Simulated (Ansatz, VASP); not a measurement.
**Ni in VASP and in Ansatz**

Contents of INCAR:

```
ALGO = Normal
EDIFF = 1E-7
EDIFFG = -0.01
ENCUT = 600
GGA = RP
IBRION = 2
ISIF = 3
ISMEAR = -1
ISPIN = 2
IVDW = 12
LASPH = T
LCHARG = F
LMAXMIX = 4
LORBIT = 11
LREAL = F
LWAVE = F
MAGMOM = 1
NELM = 150
NSW = 60
PREC = Accurate
SIGMA = 0.05
```

Contents of KPOINTS:

```
k-points
0
Gamma
  13 13 13
```

Contents of POSCAR:

```
Ni
1.0
   -1.3837154700      1.3837154700      1.3837154700
    1.3837154700     -1.3837154700      1.3837154700
    1.3837154700      1.3837154700     -1.3837154700
Ni
1
Direct
    0.0000000000      0.0000000000      0.0000000000
```

Contents of input.yaml:

```yaml
crystal:
  lattice:
    - [-1.38371547, 1.38371547, 1.38371547]
    - [1.38371547, -1.38371547, 1.38371547]
    - [1.38371547, 1.38371547, -1.38371547]
  atoms:
    - { symbol: Ni, position: [0.0, 0.0, 0.0], spin: 1.0 }
hamiltonian:
  xc: rpbe
  pseudopotentials: { kind: paw }
  dispersion: d3bj
magnetization:
  spin_polarized: true
kpoints:
  mp_grid: { grid: [13, 13, 13] }
scf:
  occupations: { method: fermi_dirac, width: 0.05 }
output:
  forces: true
  stress: true
  eigenvalues: true
relax:
  f_tol: 0.01
  max_steps: 40
  cell: { stress_tol: 0.05 }
```

Alike in both runs: task relaxation of cell and atoms; functional RPBE; dispersion D3(BJ); k mesh 13 × 13 × 13; occupations fermi-dirac, width 0.05 eV; collinear spin.

|  | VASP | Ansatz |
| --- | --- | --- |
| version | VASP 6.6.1 | Ansatz 0.2.0 |
| potentials or method | VASP PAW PBE potentials, release 64 (Ni) | Ansatz PAW |
| plane-wave cutoff (eV) | 600 | 420 |
| valence electrons in the cell | 10 | 18 |

Ansatz gave:

```
gap on the k mesh at the Fermi level, each at its own relaxed structure (eV) : none
net moment per atom (μB)                                                     : 0.30
size of the moment on the site where the two differ most (μB)                : 0.31
relaxed volume (Å³/atom)                                                     : 9.60
relaxed cell length with the largest relative difference (Å)                 : 2.319
```

Q: Which values does VASP return?

A: gap on the k mesh at the Fermi level, each at its own relaxed structure (eV): none; net moment per atom (μB): 0.28; size of the moment on the site where the two differ most (μB): 0.28; relaxed volume (Å³/atom): 9.58; relaxed cell length with the largest relative difference (Å): 2.318.

VASP's potentials were made for PBE, not for RPBE. Site moments also hang on the region over which each program counts them. A gap of «none» marks a metal or a gap that the smearing closes. VASP's potentials hold 10 valence electrons a cell and Ansatz's 18, so a difference there can come from the potentials and not from the codes.

Noted on Ansatz's run: the plane-wave basis is chosen anew once the cell has moved, so the energies of steps on either side of that aren't comparable.
